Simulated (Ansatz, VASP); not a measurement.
# P in VASP and in Ansatz

```
P
1.0
     0.00000    1.93755    1.93755
     1.93755    0.00000    1.93755
     1.93755    1.93755    0.00000
P
1
Cartesian
  0.0000 0.0000 0.0000
```

Alike in both runs: task single point; functional PBE; k mesh 16 × 16 × 16; occupations fermi-dirac, width 0.1 eV; no spin polarisation.

|  | VASP | Ansatz |
| --- | --- | --- |
| version | VASP 6.6.1 | Ansatz 0.2.0 |
| potentials or method | VASP PAW PBE potentials, release 64 (P), cutoff 520 eV | plane waves (420 eV) with PAW, scalar-relativistic |
| valence electrons in the cell | 5 | 5 |

|  | VASP | Ansatz | Ansatz less VASP |
| --- | --- | --- | --- |
| pressure (GPa) | 0.3 | 0.4 | +0.19 |
